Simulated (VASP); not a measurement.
# N (P4_2/mnm) in VASP: a series of runs, part 2 of 2

VASP 6.6.1. The steps go on from the part before.

## Step 3: Single point, PBEsol

INCAR reads:

```
SYSTEM = N
PREC = Accurate
ENCUT = 520
EDIFF = 1E-6
ISMEAR = -1
SIGMA = 0.05
LREAL = .FALSE.
LASPH = .TRUE.
NELM = 60
ALGO = Normal
ISIF = 2
LWAVE = .FALSE.
LCHARG = .FALSE.
GGA = PS
NBANDS = 18
```

KPOINTS reads:

```
regular mesh
0
G
  4 4 3
  0 0 0
```

POSCAR reads:

```
N
1.0
    4.0840619700      0.0000000000      0.0000000000
    0.0000000000      4.0840619700      0.0000000000
    0.0000000000      0.0000000000      5.3459132500
N
4
Direct
    0.4042752000      0.5957248000      0.5000000000
    0.0957248000      0.0957248000      0.0000000000
    0.5957248000      0.4042752000      0.5000000000
    0.9042752000      0.9042752000      0.0000000000
```

Potentials or basis: VASP PAW PBE potentials, release 64 (N).

On the command line:

```console
$ cat potpaw_PBE.64/N/POTCAR > POTCAR
$ mpirun -np 1 vasp_std > vasp.out
```

OUTCAR:

```text
SYSTEM = N
   PREC = Accurate
   ENCUT = 520
   EDIFF = 1E-6
   ISMEAR = -1
   LREAL = .FALSE.
   LASPH = .TRUE.
   NELM = 60
   ISIF = 2
   GGA = PS

 ion  position               nearest neighbor table
   1  0.404  0.596  0.500-   3 1.11
   2  0.096  0.096  0.000-   4 1.11
   3  0.596  0.404  0.500-   1 1.11
   4  0.904  0.904  0.000-   2 1.11

  LATTYP: Found a simple tetragonal cell.
 ALAT       =     4.0840619700
 C/A-ratio  =     1.3089696702

  Lattice vectors:

 A1 = (   4.0840619700,   0.0000000000,   0.0000000000)
 A2 = (   0.0000000000,   4.0840619700,   0.0000000000)
 A3 = (   0.0000000000,   0.0000000000,   5.3459132500)

Analysis of symmetry for initial positions (statically):
=====================================================================
 Subroutine PRICEL returns:
 Original cell was already a primitive cell.

 Routine SETGRP: Setting up the symmetry group for a
 simple tetragonal supercell.

 Subroutine GETGRP returns: Found 16 space group operations
 (whereof  8 operations were pure point group operations)
 out of a pool of 16 trial point group operations.

The static configuration has the point symmetry D_2h.
 The point group associated with its full space group is D_4h.

Analysis of symmetry for dynamics (positions and initial velocities):
=====================================================================
 Subroutine PRICEL returns:
 Original cell was already a primitive cell.

 Routine SETGRP: Setting up the symmetry group for a
 simple tetragonal supercell.

 Subroutine GETGRP returns: Found 16 space group operations
 (whereof  8 operations were pure point group operations)
 out of a pool of 16 trial point group operations.

The dynamic configuration has the point symmetry D_2h.
 The point group associated with its full space group is D_4h.

 Subroutine INISYM returns: Found 16 space group operations
 (whereof  8 operations are pure point group operations),
 and found     1 'primitive' translations

----------------------------------------------------------------------------------------

                                     Primitive cell

  volume of cell :      89.1675

  direct lattice vectors                    reciprocal lattice vectors
     4.084061970  0.000000000  0.000000000     0.244854267  0.000000000  0.000000000
     0.000000000  4.084061970  0.000000000     0.000000000  0.244854267  0.000000000
     0.000000000  0.000000000  5.345913250     0.000000000  0.000000000  0.187058778

  length of vectors
     4.084061970  4.084061970  5.345913250     0.244854267  0.244854267  0.187058778

  position of ions in fractional coordinates (direct lattice)
     0.404275200  0.595724800  0.500000000
     0.095724800  0.095724800  0.000000000
     0.595724800  0.404275200  0.500000000
     0.904275200  0.904275200  0.000000000

  ion indices of the primitive-cell ions
   primitive index   ion index
                 1           1
                 2           2
                 3           3
                 4           4

[... 21 lines left out ...]
 Subroutine IBZKPT returns following result:
 ===========================================

 Found     12 irreducible k-points:

 Following reciprocal coordinates:
            Coordinates               Weight
  0.000000  0.000000  0.000000      1.000000
  0.250000  0.000000  0.000000      4.000000
  0.500000  0.000000  0.000000      2.000000
  0.250000  0.250000  0.000000      4.000000
  0.500000  0.250000  0.000000      4.000000
  0.500000  0.500000  0.000000      1.000000
  0.000000  0.000000  0.333333      2.000000
  0.250000  0.000000  0.333333      8.000000
  0.500000  0.000000  0.333333      4.000000
  0.250000  0.250000  0.333333      8.000000
  0.500000  0.250000  0.333333      8.000000
  0.500000  0.500000  0.333333      2.000000
   k-points           NKPTS =     12   k-points in BZ     NKDIM =     12   number of bands    NBANDS=     18
   number of dos      NEDOS =    301   number of ions     NIONS =      4
   total plane-waves  NPLWV =  36000
   dimension x,y,z NGX =    30 NGY =   30 NGZ =   40
   dimension x,y,z NGXF=    60 NGYF=   60 NGZF=   80
   ions per type =               4
   NGX,Y,Z   is equivalent  to a cutoff of  12.21, 12.21, 12.44 a.u.
   NGXF,Y,Z  is equivalent  to a cutoff of  24.42, 24.42, 24.88 a.u.
 SYSTEM =  N
   PREC   = accura    normal or accurate (medium, high low for compatibility)
   ISTART =      0    job   : 0-new  1-cont  2-samecut
   ICHARG =      2    charge: 1-file 2-atom 10-const
   ISPIN  =      1    spin polarized calculation?
   LNONCOLLINEAR =      F non collinear calculations
   LSORBIT =      F    spin-orbit coupling
   LASPH  =      T    aspherical Exc in radial PAW
   ENCUT  =  520.0 eV  38.22 Ry    6.18 a.u.   7.59  7.59  9.94*2*pi/ulx,y,z
   NELM   =     60;   NELMIN=  2; NELMDL= -5     # of ELM steps
   EDIFF  = 0.1E-05   stopping-criterion for ELM
   LREAL  =      F    real-space projection
   EDIFFG = 0.1E-04   stopping-criterion for IOM
   NSW    =      0    number of steps for IOM
   IBRION =     -1    ionic relax: 0-MD 1-quasi-New 2-CG
   NFREE  =      0    steps in history (QN), initial steepest desc. (CG)
   ISIF   =      2    stress and relaxation
   ISYM   =      2    0-nonsym 1-usesym 2-fastsym
   POTIM  = 0.5000    time-step for ionic-motion
   TEBEG  =    0.0;   TEEND  =   0.0 temperature during run
   PSTRESS=    0.0 pullay stress
   NELECT =      20.0000    total number of electrons
   NUPDOWN=      -1.0000    fix difference up-down
   EMIN   =  10.00;   EMAX   =-10.00  energy-range for DOS
   EFERMI =   0.00;   METHOD = LEGACY
   ISMEAR =    -1;   SIGMA  =   0.05  broadening in eV -4-tet -1-fermi 0-gaus
   EFERMI_NEDOS =   21; number of points for ismear=-14 and -15
   IALGO  =     38    algorithm
   IMIX   =      4    mixing-type and parameters
     AMIX     =   0.40;   BMIX     =  1.00
     AMIX_MAG =   1.60;   BMIX_MAG =  1.00
  volume/ion in A,a.u.               =      22.29       150.43
  Fermi-wavevector in a.u.,A,eV,Ry     =   0.994678  1.879669 13.461399  0.989385
  Thomas-Fermi vector in A             =   2.126646
   LORBIT       =      0    0 simple, 1 ext, 2 COOP (PROOUT), +10 PAW based schemes
   GGA     = PS    functional components
   LHFCALC =     F    Hartree Fock is set to
   AEXX    =    0.0000 exact exchange contribution
   IVDW    =     0    specifies the selected vdW correction
   LEPSILON=     F    determine dielectric tensor
   LRPA    =     F    only Hartree local field effects (RPA)
 non-spin polarized calculation
  energy-cutoff  :      520.00
  volume of cell :       89.17
 maximum number of plane-waves:      2419
   NGX = 15   NGY = 15   NGZ = 19

 number of electron      20.0000000 magnetization

 Free energy of the ion-electron system (eV)
  ---------------------------------------------------
  ext. energy  EPLUGINS =         0.00000000
  ---------------------------------------------------
  free energy    TOTEN  =       -34.13671232 eV

  energy without entropy =      -34.13671232  energy(sigma->0) =      -34.13671232

 E-fermi :  -5.2432     XC(G=0):  -6.4924

 val. band max:       -6.3835232810   @ k =   0.5000   0.5000   0.3333
 cond. band min:       0.4571609625   @ k =   0.0000   0.0000   0.0000
 fundamental gap:      6.8406842435
 Fermi energy:        -5.2431615013

 k-point     1 :       0.0000    0.0000    0.0000
  band No.  band energies     occupation
      1     -24.7658      2.00000
      2     -24.7025      2.00000
      3      -9.7166      2.00000
      4      -9.7166      2.00000
      5      -8.4583      2.00000
      6      -7.8871      2.00000
[... 229 lines left out ...]
      5      -8.2760      2.00000
      6      -8.2760      2.00000
[... 10 lines left out ...]
     17       7.9848      0.00000
     18       7.9848      0.00000

------------------------ aborting loop because EDIFF is reached ----------------------------------------

  FORCE on cell =-STRESS in cart. coord.  units (eV):
  Direction    XX          YY          ZZ          XY          YZ          ZX
  --------------------------------------------------------------------------------------
  -------------------------------------------------------------------------------------
  Total        1.0131029      1.0131029      0.0961360     -0.0000000      0.0000000      0.0000000
  in kB       18.2036131     18.2036131      1.7273892     -0.0000000      0.0000000      0.0000000
  external PRESSURE =      12.7115385 kB  Pullay stress =       0.0000000 kB

 VOLUME and BASIS-vectors are now :
 -----------------------------------------------------------------------------
  energy-cutoff  :      520.00
  volume of cell :       89.17
      direct lattice vectors                 reciprocal lattice vectors
     4.084061970  0.000000000  0.000000000     0.244854267  0.000000000  0.000000000
     0.000000000  4.084061970  0.000000000     0.000000000  0.244854267  0.000000000
     0.000000000  0.000000000  5.345913250     0.000000000  0.000000000  0.187058778

 POSITION                                       TOTAL-FORCE (eV/Angst)
 -----------------------------------------------------------------------------------
      1.65108      2.43298      2.67296        -0.610398      0.610398     -0.000000
      0.39095      0.39095      0.00000         0.610398      0.610398     -0.000000
      2.43298      1.65108      2.67296         0.610398     -0.610398      0.000000
      3.69312      3.69312      0.00000        -0.610398     -0.610398      0.000000
 -----------------------------------------------------------------------------------
    total drift:                                0.000000     -0.000000      0.000000

  FREE ENERGIE OF THE ION-ELECTRON SYSTEM (eV)
  ---------------------------------------------------
  free  energy   TOTEN  =       -34.1367123185 eV

  energy  without entropy=      -34.1367123185  energy(sigma->0) =      -34.13671232
```

OSZICAR:

```text
N       E                     dE             d eps       ncg     rms          rms(c)
DAV:   1     0.883897015553E+02    0.88390E+02   -0.86150E+03   432   0.918E+02
DAV:   2    -0.285385840409E+02   -0.11693E+03   -0.11353E+03   546   0.216E+02
DAV:   3    -0.356482061144E+02   -0.71096E+01   -0.70482E+01   492   0.560E+01
DAV:   4    -0.357066153399E+02   -0.58409E-01   -0.58371E-01   504   0.609E+00
DAV:   5    -0.357071581335E+02   -0.54279E-03   -0.54263E-03   490   0.532E-01    0.112E+01
DAV:   6    -0.344417291637E+02    0.12654E+01   -0.14151E+00   460   0.806E+00    0.646E+00
DAV:   7    -0.341426399351E+02    0.29909E+00   -0.97076E-01   518   0.672E+00    0.169E+00
DAV:   8    -0.341367388132E+02    0.59011E-02   -0.70927E-02   460   0.197E+00    0.236E-01
DAV:   9    -0.341365234602E+02    0.21535E-03   -0.28321E-03   476   0.391E-01    0.113E-01
DAV:  10    -0.341367120333E+02   -0.18857E-03   -0.24350E-04   450   0.136E-01    0.344E-02
DAV:  11    -0.341367123185E+02   -0.28528E-06   -0.93529E-06   486   0.288E-02
   1 F= -.34136712E+02 E0= -.34136712E+02  d E =-.614011E-10
```

stdout:

```text
POSCAR found type information on POSCAR N
 POSCAR found :  1 types and       4 ions
 scaLAPACK will be used
 -----------------------------------------------------------------------------
|                                                                             |
|                                                                             |
|     You enforced a specific xc type in the INCAR file but a different       |
|     I HOPE YOU KNOW WHAT YOU ARE DOING!                                     |
|                                                                             |
 -----------------------------------------------------------------------------

 LDA part: xc-table for (Slater+PW92), standard interpolation
 POSCAR, INCAR and KPOINTS ok, starting setup
 FFT: planning ... GRIDC
 FFT: planning ... GRID_SOFT
 FFT: planning ... GRID
 WAVECAR not read
 entering main loop
```

Wall time 9.9 s (1 thread of AMD EPYC 7R13 (Zen 3), shared host); peak memory 0.14 GiB.

Results:

- Free energy: -34.1367 eV
- Pressure: 1.3 GPa
- Largest force: 0.863 eV/Å
- Band gap on the k mesh: 6.84 eV (least direct gap 7.03 eV)

Forces on the atoms (eV/Å):
```
N   -0.610  0.610  0.000
N    0.610  0.610  0.000
N    0.610 -0.610  0.000
N   -0.610 -0.610  0.000
```

Caveat: the standard files for N, O and F lose accuracy on very short bonds; this functional lacks dispersion, which holds the molecules together, so the pressure and a relaxed volume are unreliable; the PAW data sets were made with another functional, which shifts forces and pressure a little.

## Step 4: Single point, HSE06

POSCAR is that of step 3.

INCAR.step1 reads:

```
PREC = Accurate ; ENCUT = 520
EDIFF = 1E-5 ; ISMEAR = -1
SIGMA = 0.05 ; LREAL = F
LASPH = T ; NELM = 80
ALGO = Normal ; ISIF = 2
LWAVE = T ; LCHARG = F
NBANDS = 18 ; GGA = PE
```

INCAR.step2 reads:

```
PREC = Accurate ; ENCUT = 520
EDIFF = 1E-6 ; ISMEAR = -1
SIGMA = 0.05 ; LREAL = F
LASPH = T ; NELM = 80
ALGO = Normal ; ISIF = 2
LWAVE = F ; LCHARG = F
GGA = PE ; LHFCALC = T
HFSCREEN = 0.2079 ; PRECFOCK = Normal
NBANDS = 18 ; ISTART = 1
```

KPOINTS reads:

```
Automatic mesh
0
Gamma
  4 4 3
```

On the command line:

```console
$ cat potpaw_PBE.64/N/POTCAR > POTCAR
$ cp INCAR.step1 INCAR
$ mpirun -np 1 vasp_std > vasp.out
$ cp INCAR.step2 INCAR
$ mpirun -np 1 vasp_std > vasp.out
```

Wall time 7.3 min (1 thread of AMD EPYC 7R13 (Zen 3), shared host); peak memory 0.26 GiB.

It converged, with:

```yaml
Free_energy: -40.9094 eV
Pressure: -0.6 GPa
Largest_force: 0.605 eV/Å
Band_gap_on_the_k_mesh: 9.16 eV (least direct gap 9.37 eV)
```

Forces on the atoms (eV/Å):
```
N    0.428 -0.428  0.000
N   -0.428 -0.428  0.000
N   -0.428  0.428  0.000
N    0.428  0.428  0.000
```

Stress tensor (GPa, compression positive):
```
-0.99  0.00  0.00
 0.00 -0.99  0.00
 0.00  0.00  0.25
```

Levels at points of the mesh, in eV from the valence-band top:
| k point | band 6 | band 7 | band 8 | band 9 | band 10 | band 11 | band 12 | band 13 | band 14 | band 15 |
| --- | --- | --- | --- | --- | --- | --- | --- | --- | --- | --- |
| (0.00, 0.00, 0.00) | -1.06 | -1.06 | -1.01 | -0.95 | -0.21 | 9.16 | 10.21 | 10.64 | 10.64 | 13.01 |
| (0.50, 0.00, 0.00) | -1.30 | -1.28 | -1.28 | -0.22 | -0.22 | 10.36 | 10.36 | 10.38 | 10.38 | 14.01 |
| (0.50, 0.50, 0.00) | -1.45 | -1.22 | -1.22 | -0.03 | -0.03 | 10.09 | 10.09 | 11.30 | 11.30 | 14.24 |

Caveat: the standard files for N, O and F lose accuracy on very short bonds; this functional lacks dispersion, which holds the molecules together, so the pressure and a relaxed volume are unreliable; the PAW data sets were made with another functional, which shifts forces and pressure a little. A k mesh can miss the band edges.

## Step 5: Overview

```csv
level,potentials or basis,grid for exact exchange (PRECFOCK),share of exact exchange,screening parameter,gap on the mesh (eV),pressure (GPa),largest force (eV/Å)
LDA,"VASP PAW LDA potentials, release 64 (N)",-,-,-,6.70,-1.2,0.37
PBEsol,"VASP PAW PBE potentials, release 64 (N)",-,-,-,6.84,1.3,0.86
HSE06,"VASP PAW PBE potentials, release 64 (N)",Normal,0.25,0.2079 1/Å,9.16,-0.6,0.61
```

Alike in all rows: task single point; no spin polarisation; cell as given; k mesh 4 × 4 × 3; cutoff (eV) 520; smearing fermi-dirac 0.05 eV.

Caveats: the standard files for N, O and F lose accuracy on very short bonds; this functional lacks dispersion, which holds the molecules together, so the pressure and a relaxed volume are unreliable (at least some runs); the PAW data sets were made with another functional, which shifts forces and pressure a little (at least some runs).

Absolute energies hang on the potentials; compare differences alone.
